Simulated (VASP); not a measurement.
# Mn3Si (P4/mmm) in VASP: notebook, part 2 of 2

VASP 6.6.1. The steps go on from the part before.

**4. Single point, PBEsol, collinear spin, ferromagnetic start (11.51 Å³/atom)**

This run uses another cell than the first one, of 11.51 Å³/atom.

INCAR reads:

```
PREC = Accurate ; ENCUT = 520
EDIFF = 1E-6 ; ISMEAR = -1
SIGMA = 0.05 ; LREAL = False
LASPH = True ; NELM = 150
ALGO = Normal ; ISIF = 2
LWAVE = False ; LCHARG = False
ISPIN = 2 ; MAGMOM = 4 4 4 0
LORBIT = 11 ; LMAXMIX = 4
GGA = PS ; NBANDS = 34
```

KPOINTS reads:

```
Automatic mesh
0
Gamma
  10 10 5
```

POSCAR reads:

```
Mn3Si
1.0
    2.8279315411      0.0000000000      0.0000000000
    0.0000000000      2.8279315411      0.0000000000
    0.0000000000      0.0000000000      5.7591364466
Mn Si
3 1
Direct
    0.5000000000      0.5000000000      0.0000000000
    0.0000000000      0.0000000000      0.2534490000
    0.0000000000      0.0000000000      0.7465510000
    0.5000000000      0.5000000000      0.5000000000
```

Potentials or basis: VASP PAW PBE potentials, release 64 (Mn_pv, Si).

Command:

```sh
$ cat potpaw_PBE.64/Mn_pv/POTCAR potpaw_PBE.64/Si/POTCAR > POTCAR
$ mpirun -np 1 vasp_std > vasp.out
```

OUTCAR:

```text
PREC = Accurate
   ENCUT = 520
   EDIFF = 1E-6
   ISMEAR = -1
   LREAL = False
   LASPH = True
   NELM = 150
   ISIF = 2
   ISPIN = 2
   LORBIT = 11
   GGA = PS

 ion  position               nearest neighbor table
   1  0.500  0.500  0.000-   2 2.48   3 2.48   2 2.48   3 2.48   2 2.48   3 2.48   2 2.48   3 2.48
                             4 2.88   4 2.88
   2  0.000  0.000  0.253-   4 2.45   4 2.45   4 2.45   4 2.45   1 2.48   1 2.48   1 2.48   1 2.48
                             3 2.84   3 2.92
   3  0.000  0.000  0.747-   4 2.45   4 2.45   4 2.45   4 2.45   1 2.48   1 2.48   1 2.48   1 2.48
                             2 2.84   2 2.92
   4  0.500  0.500  0.500-   2 2.45   3 2.45   2 2.45   3 2.45   2 2.45   3 2.45   2 2.45   3 2.45
                             1 2.88   1 2.88

  LATTYP: Found a simple tetragonal cell.
 ALAT       =     2.8279315411
 C/A-ratio  =     2.0365190468

  Lattice vectors:

 A1 = (   2.8279315411,   0.0000000000,   0.0000000000)
 A2 = (   0.0000000000,   2.8279315411,   0.0000000000)
 A3 = (   0.0000000000,   0.0000000000,   5.7591364466)

Analysis of symmetry for initial positions (statically):
=====================================================================
 Subroutine PRICEL returns:
 Original cell was already a primitive cell.

 Routine SETGRP: Setting up the symmetry group for a
 simple tetragonal supercell.

 Subroutine GETGRP returns: Found 16 space group operations
 (whereof 16 operations were pure point group operations)
 out of a pool of 16 trial point group operations.

The static configuration has the point symmetry D_4h.

Analysis of symmetry for dynamics (positions and initial velocities):
=====================================================================
 Subroutine PRICEL returns:
 Original cell was already a primitive cell.

 Routine SETGRP: Setting up the symmetry group for a
 simple tetragonal supercell.

 Subroutine GETGRP returns: Found 16 space group operations
 (whereof 16 operations were pure point group operations)
[... 169 lines left out ...]

 E-fermi :  10.4337     XC(G=0): -13.3495

 val. band max:       10.4289573410   @ k =   0.0000   0.0000   0.0000
 cond. band min:      10.4340534508   @ k =   0.2000   0.1000   0.0000
 fundamental gap:      0.0050961098
 Fermi energy:        10.4336546808

 spin component 1

 k-point     1 :       0.0000    0.0000    0.0000
  band No.  band energies     occupation
      1     -38.7487      1.00000
      2     -38.6555      1.00000
      3     -38.6555      1.00000
      4     -37.0394      1.00000
      5     -36.9451      1.00000
      6     -36.9451      1.00000
[... 853 lines left out ...]
     32      19.7575      0.00000
     33      21.7702      0.00000

 [... further k-points ...]

 spin component 2

 k-point     1 :       0.0000    0.0000    0.0000
  band No.  band energies     occupation
      1     -37.5506      1.00000
      2     -37.4726      1.00000
      3     -37.4586      1.00000
      4     -37.4586      1.00000
      5     -37.4295      1.00000
      6     -37.4295      1.00000
[... 853 lines left out ...]
     32      19.8275      0.00000
     33      21.9590      0.00000

 [... further k-points ...]

 [bands above 33 left out]

------------------------ aborting loop because EDIFF is reached ----------------------------------------

  FORCE on cell =-STRESS in cart. coord.  units (eV):
  Direction    XX          YY          ZZ          XY          YZ          ZX
  --------------------------------------------------------------------------------------
  -------------------------------------------------------------------------------------
  Total       -4.7487301     -4.7487301     -4.6747729     -0.0000000      0.0000000      0.0000000
  in kB     -165.1934866   -165.1934866   -162.6207472     -0.0000000      0.0000000      0.0000000
  external PRESSURE =    -164.3359068 kB  Pullay stress =       0.0000000 kB

 VOLUME and BASIS-vectors are now :
 -----------------------------------------------------------------------------
  energy-cutoff  :      520.00
  volume of cell :       46.06
      direct lattice vectors                 reciprocal lattice vectors
     2.827931541  0.000000000  0.000000000     0.353615349  0.000000000  0.000000000
     0.000000000  2.827931541  0.000000000     0.000000000  0.353615349  0.000000000
     0.000000000  0.000000000  5.759136447     0.000000000  0.000000000  0.173637143

 POSITION                                       TOTAL-FORCE (eV/Angst)
 -----------------------------------------------------------------------------------
      1.41397      1.41397      0.00000        -0.000000     -0.000000      0.000000
      0.00000      0.00000      1.45965        -0.000000      0.000000      0.061071
      0.00000      0.00000      4.29949         0.000000     -0.000000     -0.061071
      1.41397      1.41397      2.87957        -0.000000     -0.000000      0.000000
 -----------------------------------------------------------------------------------
    total drift:                                0.000000     -0.000000     -0.000000

  FREE ENERGIE OF THE ION-ELECTRON SYSTEM (eV)
  ---------------------------------------------------
  free  energy   TOTEN  =       -35.8308112414 eV

  energy  without entropy=      -35.8052015865  energy(sigma->0) =      -35.81800641

 total charge

# of ion       s       p       d       tot
------------------------------------------
    1        0.388   6.367   5.051  11.806
    2        0.356   6.353   5.239  11.948
    3        0.356   6.353   5.239  11.948
    4        0.719   0.884   0.000   1.603
--------------------------------------------------
tot          1.819  19.957  15.530  37.305

 magnetization (x)

# of ion       s       p       d       tot
------------------------------------------
    1        0.013   0.008   2.085   2.106
    2       -0.007  -0.015  -0.481  -0.503
    3       -0.007  -0.015  -0.481  -0.503
    4        0.016   0.021   0.000   0.037
--------------------------------------------------
tot          0.016  -0.002   1.123   1.137
```

stdout:

```text
POSCAR found type information on POSCAR MnSi
 POSCAR found :  2 types and       4 ions
 scaLAPACK will be used
 -----------------------------------------------------------------------------
|                                                                             |
|                                                                             |
|     You enforced a specific xc type in the INCAR file but a different       |
|     I HOPE YOU KNOW WHAT YOU ARE DOING!                                     |
|                                                                             |
 -----------------------------------------------------------------------------

 LDA part: xc-table for (Slater+PW92), standard interpolation
 POSCAR, INCAR and KPOINTS ok, starting setup
 FFT: planning ... GRIDC
 FFT: planning ... GRID_SOFT
 FFT: planning ... GRID
 WAVECAR not read
 entering main loop
```

It took 95 s on 1 thread of Intel Xeon 6975P-C (Granite Rapids), shared host; peak memory 0.28 GiB.

What came out:

```yaml
Free_energy: -35.8308 eV
Pressure: -16.4 GPa
Largest_force: 0.061 eV/Å
Net_moment: 1.16 μB per cell
Site_moments: Mn +2.11, -0.50 (each value once); Si +0.04 μB
Valence_electrons_inside_the_program's_atomic_spheres: Mn 11.81, 11.95 (each value once); Si 1.60
```

Forces on the atoms (eV/Å):
```
Mn   0.000  0.000  0.000
Mn   0.000  0.000  0.061
Mn   0.000  0.000 -0.061
Si   0.000  0.000  0.000
```

Stress tensor (GPa, compression positive):
```
-16.52   0.00   0.00
  0.00 -16.52   0.00
  0.00   0.00 -16.26
```

Levels at points of the mesh, in eV from the Fermi level:
Spin up:
```csv
k point,band 20,band 21,band 22,band 23,band 24,band 25
"(0.00, 0.00, 0.00)",-0.93,-0.93,-0.08,0.61,0.86,0.86
"(0.50, 0.00, 0.00)",-0.86,-0.43,-0.34,-0.01,0.55,0.62
"(0.50, 0.50, 0.00)",-0.90,-0.43,-0.06,-0.06,1.09,1.13
```
Spin down:
| k point | band 18 | band 19 | band 20 | band 21 | band 22 | band 23 | band 24 | band 25 |
| --- | --- | --- | --- | --- | --- | --- | --- | --- |
| (0.00, 0.00, 0.00) | -0.84 | -0.84 | -0.63 | -0.15 | 0.00 | 1.10 | 1.16 | 1.16 |
| (0.50, 0.00, 0.00) | -1.35 | -1.27 | -0.80 | -0.08 | -0.01 | 0.36 | 0.78 | 1.22 |
| (0.50, 0.50, 0.00) | -1.02 | -0.65 | -0.08 | -0.08 | 0.78 | 0.85 | 0.90 | 1.15 |

Caveat: the cell stands under tension; the PAW data sets were made with another functional, which shifts forces and pressure a little.

**5. Summary**

```csv
cell,gap on the mesh (eV),pressure (GPa),moment (μB),largest force (eV/Å)
"a = 2.791, b = 2.791, c = 5.684 Å, 4 atoms",none,-10.3,1.12,0.10
"a = 2.810, b = 2.810, c = 5.722 Å, 4 atoms",none,-13.6,1.15,0.02
"a = 2.828, b = 2.828, c = 5.759 Å, 4 atoms",none,-16.4,1.16,0.06
```

Alike in all rows: task single point; level PBEsol; potentials or basis VASP PAW PBE potentials, release 64 (Mn_pv, Si); spin collinear, ferromagnetic start; k mesh 10 × 10 × 5; cutoff (eV) 520; smearing fermi-dirac 0.05 eV.

Caveats: the cell stands under tension; the PAW data sets were made with another functional, which shifts forces and pressure a little.

Total energies depend on the potentials used, so only differences within one code and one set of settings carry meaning.
